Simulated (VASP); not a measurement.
# NaF (Fm-3m) in VASP: single point with PBE

Aim: the single point of NaF with PBE.

All numbers are computed with VASP 6.6.1; they aren't measurements. Logs are shortened: lines on timing, memory, paths and dates and some standing lists are left out, and cuts for length are marked.

## Step 1: The cell of the first run

Symmetry: Fm-3m, No. 225, cubic system. The conventional cell has a = 4.582 Å, b = 4.582 Å, c = 4.582 Å, α = 90.00°, β = 90.00°, γ = 90.00°. Na (site symmetry m-3m) has 6 F at 2.29 Å within 3.0 Å. F (site symmetry m-3m) has 6 Na at 2.29 Å within 3.0 Å.

## Step 2: Single point, PBE, collinear spin, zero start

Input file INCAR:

```
PREC = Accurate
ENCUT = 520
EDIFF = 1E-6
ISMEAR = 1
SIGMA = 0.2831
LREAL = False
LASPH = True
NELM = 150
ALGO = Normal
ISIF = 2
LWAVE = False
LCHARG = False
ISPIN = 2
MAGMOM = 0 0
LORBIT = 11
GGA = PE
NBANDS = 18
```

Input file KPOINTS:

```
regular mesh
0
Gamma
  9 9 9
```

Input file POSCAR:

```
NaF
1.0
    0.0000000000      2.2910003400      2.2910003400
    2.2910003400      0.0000000000      2.2910003400
    2.2910003400      2.2910003400      0.0000000000
Na F
1 1
Direct
    0.0000000000      0.0000000000      0.0000000000
    0.5000000000      0.5000000000      0.5000000000
```

Potentials or basis: VASP PAW PBE potentials, release 64 (Na_pv, F).

On the command line:

```
cat potpaw_PBE.64/Na_pv/POTCAR potpaw_PBE.64/F/POTCAR > POTCAR
mpirun -np 1 vasp_std > vasp.out
```

OUTCAR:

```text
PREC = Accurate
   ENCUT = 520
   EDIFF = 1E-6
   ISMEAR = 1
   LREAL = False
   LASPH = True
   NELM = 150
   ISIF = 2
   ISPIN = 2
   LORBIT = 11
   GGA = PE

 ion  position               nearest neighbor table
   1  0.000  0.000  0.000-   2 2.29   2 2.29   2 2.29   2 2.29   2 2.29   2 2.29
   2  0.500  0.500  0.500-   1 2.29   1 2.29   1 2.29   1 2.29   1 2.29   1 2.29

  LATTYP: Found a face centered cubic cell.
 ALAT       =     4.5820006800

  Lattice vectors:

 A1 = (   0.0000000000,   2.2910003400,   2.2910003400)
 A2 = (   2.2910003400,   0.0000000000,   2.2910003400)
 A3 = (   2.2910003400,   2.2910003400,   0.0000000000)

Analysis of symmetry for initial positions (statically):
=====================================================================
 Subroutine PRICEL returns:
 Original cell was already a primitive cell.

 Routine SETGRP: Setting up the symmetry group for a
 face centered cubic supercell.

 Subroutine GETGRP returns: Found 48 space group operations
 (whereof 48 operations were pure point group operations)
 out of a pool of 48 trial point group operations.

The static configuration has the point symmetry O_h .

Analysis of symmetry for dynamics (positions and initial velocities):
=====================================================================
 Subroutine PRICEL returns:
 Original cell was already a primitive cell.

 Routine SETGRP: Setting up the symmetry group for a
 face centered cubic supercell.

 Subroutine GETGRP returns: Found 48 space group operations
 (whereof 48 operations were pure point group operations)
 out of a pool of 48 trial point group operations.

The dynamic configuration has the point symmetry O_h .

Analysis of structural, dynamic, and magnetic symmetry:
=====================================================================
 Subroutine PRICEL returns:
 Original cell was already a primitive cell.

 Routine SETGRP: Setting up the symmetry group for a
 face centered cubic supercell.

 Subroutine GETGRP returns: Found 48 space group operations
 (whereof 48 operations were pure point group operations)
 out of a pool of 48 trial point group operations.

The overall configuration has the point symmetry O_h .

 Subroutine INISYM returns: Found 48 space group operations
 (whereof 48 operations are pure point group operations),
 and found     1 'primitive' translations

----------------------------------------------------------------------------------------

                                     Primitive cell

  volume of cell :      24.0495

  direct lattice vectors                    reciprocal lattice vectors
     0.000000000  2.291000340  2.291000340    -0.218245275  0.218245275  0.218245275
     2.291000340  0.000000000  2.291000340     0.218245275 -0.218245275  0.218245275
     2.291000340  2.291000340  0.000000000     0.218245275  0.218245275 -0.218245275

  length of vectors
     3.239963752  3.239963752  3.239963752     0.378011905  0.378011905  0.378011905

  position of ions in fractional coordinates (direct lattice)
     0.000000000  0.000000000  0.000000000
     0.500000000  0.500000000  0.500000000

  ion indices of the primitive-cell ions
   primitive index   ion index
                 1           1
                 2           2

----------------------------------------------------------------------------------------

 KPOINTS: regular mesh

Automatic generation of k-mesh.
 Grid dimensions read from file:
 generate k-points for:    9    9    9

 Generating k-lattice:

  Cartesian coordinates                     Fractional coordinates (reciprocal lattice)
    -0.024249475  0.024249475  0.024249475     0.111111111  0.000000000  0.000000000
     0.024249475 -0.024249475  0.024249475     0.000000000  0.111111111  0.000000000
     0.024249475  0.024249475 -0.024249475     0.000000000  0.000000000  0.111111111

  Length of vectors
     0.042001323  0.042001323  0.042001323

  Shift w.r.t. Gamma in fractional coordinates (k-lattice)
     0.000000000  0.000000000  0.000000000

 Subroutine IBZKPT returns following result:
 ===========================================

 Found     35 irreducible k-points:

 Following reciprocal coordinates:
            Coordinates               Weight
  0.000000  0.000000  0.000000      1.000000
  0.111111  0.000000  0.000000      8.000000
  0.222222  0.000000  0.000000      8.000000
  0.333333  0.000000  0.000000      8.000000
  0.444444  0.000000  0.000000      8.000000
  0.111111  0.111111  0.000000      6.000000
[... 16 lines left out ...]
 -0.333333  0.333333  0.000000     12.000000
  0.444444  0.444444  0.000000      6.000000
 [... further k-points ...]
   k-points           NKPTS =     35   k-points in BZ     NKDIM =     35   number of bands    NBANDS=     18
   number of dos      NEDOS =    301   number of ions     NIONS =      2
   total plane-waves  NPLWV =  13824
   dimension x,y,z NGX =    24 NGY =   24 NGZ =   24
   dimension x,y,z NGXF=    48 NGYF=   48 NGZF=   48
   ions per type =               1   1
   NGX,Y,Z   is equivalent  to a cutoff of  12.31, 12.31, 12.31 a.u.
   NGXF,Y,Z  is equivalent  to a cutoff of  24.63, 24.63, 24.63 a.u.
 SYSTEM =  unknown system
   PREC   = accura    normal or accurate (medium, high low for compatibility)
   ISTART =      0    job   : 0-new  1-cont  2-samecut
   ICHARG =      2    charge: 1-file 2-atom 10-const
   ISPIN  =      2    spin polarized calculation?
   LNONCOLLINEAR =      F non collinear calculations
   LSORBIT =      F    spin-orbit coupling
   LASPH  =      T    aspherical Exc in radial PAW
   ENCUT  =  520.0 eV  38.22 Ry    6.18 a.u.   6.02  6.02  6.02*2*pi/ulx,y,z
   NELM   =    150;   NELMIN=  2; NELMDL= -5     # of ELM steps
   EDIFF  = 0.1E-05   stopping-criterion for ELM
   LREAL  =      F    real-space projection
   EDIFFG = 0.1E-04   stopping-criterion for IOM
   NSW    =      0    number of steps for IOM
   IBRION =     -1    ionic relax: 0-MD 1-quasi-New 2-CG
   NFREE  =      0    steps in history (QN), initial steepest desc. (CG)
   ISIF   =      2    stress and relaxation
   ISYM   =      2    0-nonsym 1-usesym 2-fastsym
   POTIM  = 0.5000    time-step for ionic-motion
   TEBEG  =    0.0;   TEEND  =   0.0 temperature during run
   PSTRESS=    0.0 pullay stress
   NELECT =      14.0000    total number of electrons
   NUPDOWN=      -1.0000    fix difference up-down
   EMIN   =  10.00;   EMAX   =-10.00  energy-range for DOS
   EFERMI =   0.00;   METHOD = LEGACY
   ISMEAR =     1;   SIGMA  =   0.28  broadening in eV -4-tet -1-fermi 0-gaus
   EFERMI_NEDOS =   21; number of points for ismear=-14 and -15
   IALGO  =     38    algorithm
   IMIX   =      4    mixing-type and parameters
     AMIX     =   0.40;   BMIX     =  1.00
     AMIX_MAG =   1.60;   BMIX_MAG =  1.00
  volume/ion in A,a.u.               =      12.02        81.15
  Fermi-wavevector in a.u.,A,eV,Ry     =   1.366939  2.583139 25.422775  1.868521
  Thomas-Fermi vector in A             =   2.493035
   LORBIT       =     11    0 simple, 1 ext, 2 COOP (PROOUT), +10 PAW based schemes
   GGA     = PE    functional components
   LHFCALC =     F    Hartree Fock is set to
   AEXX    =    0.0000 exact exchange contribution
   IVDW    =     0    specifies the selected vdW correction
   LEPSILON=     F    determine dielectric tensor
   LRPA    =     F    only Hartree local field effects (RPA)
 spin polarized calculation
 Methfessel and Paxton  Order N= 1 SIGMA  =   0.28
  energy-cutoff  :      520.00
  volume of cell :       24.05
 maximum number of plane-waves:       658
   NGX = 13   NGY = 13   NGZ = 13

 number of electron      13.9999996 magnetization      -0.0000084

 number of electron      13.9999996 magnetization       0.0000026

 Free energy of the ion-electron system (eV)
  ---------------------------------------------------
  ext. energy  EPLUGINS =         0.00000000
  ---------------------------------------------------
  free energy    TOTEN  =        -8.53144963 eV

  energy without entropy =       -8.56366540  energy(sigma->0) =       -8.54218822

 E-fermi :  -1.9207     XC(G=0):  -9.3195

 val. band max:       -1.9417098118   @ k =   0.0000   0.0000   0.0000
 cond. band min:       4.5509391648   @ k =   0.0000   0.0000   0.0000
 fundamental gap:      6.4926489767
 Fermi energy:        -1.9207204316

 spin component 1

 k-point     1 :       0.0000    0.0000    0.0000
  band No.  band energies     occupation
      1     -21.1742      1.00000
      2     -20.7776      1.00000
      3     -20.7776      1.00000
      4     -20.7776      1.00000
      5      -1.9417      0.56257
      6      -1.9417      0.56255
[... 10 lines left out ...]
     17      25.4778      0.00000
     18      32.5665      0.00000
[... 463 lines left out ...]
 k-point    24 :       0.4444    0.4444    0.0000
  band No.  band energies     occupation
      1     -21.0954      1.00000
      2     -20.8352      1.00000
      3     -20.8352      1.00000
      4     -20.7385      1.00000
      5      -3.2542      1.00000
      6      -2.3508      1.02679
[... 10 lines left out ...]
     17      33.2795      0.00000
     18      34.5443      0.00000

 [... further k-points ...]

 spin component 2

 k-point     1 :       0.0000    0.0000    0.0000
  band No.  band energies     occupation
      1     -21.1742      1.00000
      2     -20.7776      1.00000
      3     -20.7776      1.00000
      4     -20.7776      1.00000
      5      -1.9417      0.56260
      6      -1.9417      0.56258
[... 10 lines left out ...]
     17      25.4777      0.00000
     18      32.5665      0.00000
[... 463 lines left out ...]
 k-point    24 :       0.4444    0.4444    0.0000
  band No.  band energies     occupation
      1     -21.0954      1.00000
      2     -20.8352      1.00000
      3     -20.8352      1.00000
      4     -20.7385      1.00000
      5      -3.2542      1.00000
      6      -2.3508      1.02679
[... 10 lines left out ...]
     17      33.2795      0.00000
     18      34.5443      0.00000

 [... further k-points ...]

------------------------ aborting loop because EDIFF is reached ----------------------------------------

  FORCE on cell =-STRESS in cart. coord.  units (eV):
  Direction    XX          YY          ZZ          XY          YZ          ZX
  --------------------------------------------------------------------------------------
  -------------------------------------------------------------------------------------
  Total        0.5752557      0.5752557      0.5752557      0.0000000     -0.0000000      0.0000000
  in kB       38.3235786     38.3235786     38.3235786      0.0000000     -0.0000000      0.0000000
  external PRESSURE =      38.3235786 kB  Pullay stress =       0.0000000 kB

 VOLUME and BASIS-vectors are now :
 -----------------------------------------------------------------------------
  energy-cutoff  :      520.00
  volume of cell :       24.05
      direct lattice vectors                 reciprocal lattice vectors
     0.000000000  2.291000340  2.291000340    -0.218245275  0.218245275  0.218245275
     2.291000340  0.000000000  2.291000340     0.218245275 -0.218245275  0.218245275
     2.291000340  2.291000340  0.000000000     0.218245275  0.218245275 -0.218245275

 POSITION                                       TOTAL-FORCE (eV/Angst)
 -----------------------------------------------------------------------------------
      0.00000      0.00000      0.00000         0.000000      0.000000      0.000000
      2.29100      2.29100      2.29100         0.000000      0.000000      0.000000
 -----------------------------------------------------------------------------------
    total drift:                                0.000000     -0.000000      0.000000

  FREE ENERGIE OF THE ION-ELECTRON SYSTEM (eV)
  ---------------------------------------------------
  free  energy   TOTEN  =        -8.5314496292 eV

  energy  without entropy=       -8.5636653996  energy(sigma->0) =       -8.54218822

 total charge

# of ion       s       p       d       tot
------------------------------------------
    1        0.053   5.999   0.000   6.052
    2        1.729   4.388   0.000   6.117
--------------------------------------------------
tot          1.782  10.387   0.000  12.169

 magnetization (x)

# of ion       s       p       d       tot
------------------------------------------
    1       -0.000   0.000   0.000   0.000
    2        0.000  -0.000   0.000  -0.000
--------------------------------------------------
tot          0.000  -0.000   0.000  -0.000
```

Wall time 8.1 s (1 thread of Intel Xeon 6975P-C (Granite Rapids), shared host); peak memory 0.15 GiB.

What came out:

- Free energy: -8.5314 eV
- Pressure: 3.8 GPa
- Band gap on the k mesh: 6.49 eV, direct
- Net moment: 0.00 μB per cell
- Valence electrons inside the program's atomic spheres: Na 6.05; F 6.12

A k mesh can miss the band edges. A hybrid or GW would open this gap; PBE tends to underestimate it.
